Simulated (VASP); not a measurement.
Set up this calculation in VASP 6.6.1, as the native input.

* Task: single point
* Functional: PBE
* Potentials or basis: VASP PAW PBE potentials, release 64 (Mg)
* Cutoff: 520 eV
* k mesh: 15 × 15 × 8
* Occupations: gaussian, width 0.1 eV
* Spin: no spin polarisation
* Dipole correction: no
* Further INCAR settings: ALGO = Fast; EDIFF = 1e-06; NBANDS = 9

The structure of Mg lies in POSCAR:

```
Mg
1.0
    3.5070373946      0.0000000000      0.0000000000
   -1.7535186973      3.0371834757      0.0000000000
    0.0000000000      0.0000000000      5.5592418511
Mg
2
Direct
    0.6666666700      0.3333333300      0.7500000000
    0.3333333300      0.6666666700      0.2500000000
```

This cell differs from its parent crystal: Hg replaced by Mg, lengths x 1.041, strained.

These files were run (other wordings do the same):

INCAR

```
SYSTEM = Mg
PREC = Accurate ; ENCUT = 520
EDIFF = 1E-6 ; ISMEAR = 0
SIGMA = 0.1 ; LREAL = .FALSE.
LASPH = .TRUE. ; NELM = 100
ALGO = Fast ; ISIF = 2
LWAVE = .FALSE. ; LCHARG = .FALSE.
GGA = PE ; NBANDS = 9
```

KPOINTS

```
Automatic mesh
0
G
  15 15 8
  0 0 0
```

Potentials or basis: VASP PAW PBE potentials, release 64 (Mg).

The run is started by

```bash
$ cat potpaw_PBE.64/Mg/POTCAR > POTCAR
$ mpirun -np 1 vasp_std > vasp.out
```

Results of the run:

| Item | Value |
| --- | --- |
| Pressure | -5.5 GPa |
| Band gap on the k mesh | zero (bands 2 and 3 overlap by 1.91 eV) |

Caveat: the cell differs from its parent crystal (Hg replaced by Mg, lengths x 1.041, strained); the cell stands under tension.

It took 19 s on 1 thread of Intel(R) Xeon(R) 6975P-C (Granite Rapids), with other jobs on the host, peak memory 0.21 GiB.
